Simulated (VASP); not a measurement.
Set up this calculation in VASP 6.6.1, as the native input.

| Quantity | Value |
| --- | --- |
| Task | single point |
| Functional | PBE |
| Potentials or basis | VASP PAW PBE potentials, release 64 (Li_sv, Os) |
| Cutoff | 520 eV |
| k mesh | 12 × 12 × 12 |
| Occupations | gaussian, width 0.1 eV |
| Spin | no spin polarisation |
| Dipole correction | no |
| Further INCAR settings | ALGO = Normal; EDIFF = 1e-07; NBANDS = 16 |

The structure of Li3Os lies in POSCAR:

```
Li3Os
1.0
    3.7315118185      0.0000000000      0.0000000000
    0.0000000000      3.7315118185      0.0000000000
    0.0000000000      0.0000000000      3.7315118185
Li Os
3 1
Direct
    0.0000000000      0.5000000000      0.5000000000
    0.5000000000      0.0000000000      0.5000000000
    0.5000000000      0.5000000000      0.0000000000
    0.0000000000      0.0000000000      0.0000000000
```

The input as run:

INCAR

```
PREC     = Accurate       # precision mode
ENCUT    = 520            # plane-wave cutoff, eV
EDIFF    = 1E-7           # SCF threshold, eV
ISMEAR   = 0              # smearing method
SIGMA    = 0.1            # smearing width, eV
LREAL    = False          # projectors in reciprocal space
LASPH    = True           # aspherical terms in the spheres
NELM     = 80             # most SCF steps
ALGO     = Normal         # electronic algorithm
ISIF     = 2              # what is computed and relaxed
LWAVE    = False          # write WAVECAR
LCHARG   = False          # write CHGCAR
GGA      = PE             # functional
NBANDS   = 16             # bands
```

KPOINTS

```
Automatic mesh
0
Gamma
  12 12 12
```

Potentials or basis: VASP PAW PBE potentials, release 64 (Li_sv, Os).

Command:

```sh
$ cat potpaw_PBE.64/Li_sv/POTCAR potpaw_PBE.64/Os/POTCAR > POTCAR
$ mpirun -np 1 vasp_std > vasp.out
```

Run time: 100 s on 1 thread of Intel(R) Xeon(R) Platinum 8375C CPU @ 2.90GHz (Ice Lake), with other jobs on the host, peak memory 0.2 GiB.
